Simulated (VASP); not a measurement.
Set up this calculation in VASP 6.6.1, as the native input.

```
Task                   : single point
Functional             : PBE
Potentials or basis    : VASP PAW PBE potentials, release 64 (Hf_pv, In_d, Si, O)
Cutoff                 : 520 eV
k mesh                 : 3 × 3 × 3
Occupations            : fermi-dirac, width 0.05 eV
Spin                   : no spin polarisation
Dipole correction      : no
Further INCAR settings : ALGO = Normal; EDIFF = 1e-07; NBANDS = 63
```

The structure of HfIn4SiO6 lies in POSCAR:

```
HfIn4SiO6
1.0
    3.2302300000     -5.5776800000     -0.0247000000
    3.2302300000      5.5776800000     -0.0247000000
   -1.4906800000      0.0000000000      6.3203000000
Hf In Si O
1 4 1 6
Direct
    0.1017800000      0.1017800000      0.0091200000
    0.7922200000      0.4820400000      0.0081800000
    0.4820400000      0.7922200000      0.0081800000
    0.5447200000      0.2198300000      0.4839800000
    0.2198300000      0.5447200000      0.4839800000
    0.8543300000      0.8543300000      0.4452300000
    0.8350000000      0.5882200000      0.3810400000
    0.5882200000      0.8350000000      0.3810400000
    0.0289900000      0.0289900000      0.2950000000
    0.9792000000      0.9792000000      0.6955500000
    0.4285200000      0.1451400000      0.0743500000
    0.1451400000      0.4285200000      0.0743500000
```

The input as run:

INCAR

```
SYSTEM = HfIn4SiO6
PREC = Accurate
ENCUT = 520
EDIFF = 1E-7
ISMEAR = -1
SIGMA = 0.05
LREAL = .FALSE.
LASPH = .TRUE.
NELM = 100
ALGO = Normal
ISIF = 2
LWAVE = .FALSE.
LCHARG = .TRUE.
GGA = PE
LELF = .TRUE.
LVHAR = .TRUE.
NBANDS = 63
```

KPOINTS

```
Automatic mesh
0
G
  3 3 3
  0 0 0
```

Potentials or basis: VASP PAW PBE potentials, release 64 (Hf_pv, In_d, Si, O).

Command:

```sh
$ cat potpaw_PBE.64/Hf_pv/POTCAR potpaw_PBE.64/In_d/POTCAR potpaw_PBE.64/Si/POTCAR potpaw_PBE.64/O/POTCAR > POTCAR
$ mpirun -np 1 vasp_std > vasp.out
```

Results of the run:

| Quantity | Value |
| --- | --- |
| Pressure | -0.3 GPa |
| Largest force | 0.196 eV/Å |
| Band gap on the k mesh | 0.65 eV, indirect (least direct gap 0.94 eV) |

Caveat: spin-orbit coupling is left out, which moves the levels of the heavy elements.

It took 5.2 min on 1 thread of AMD EPYC 7R43 64-Core Processor (Zen 3) (shared host), peak memory 0.37 GiB.
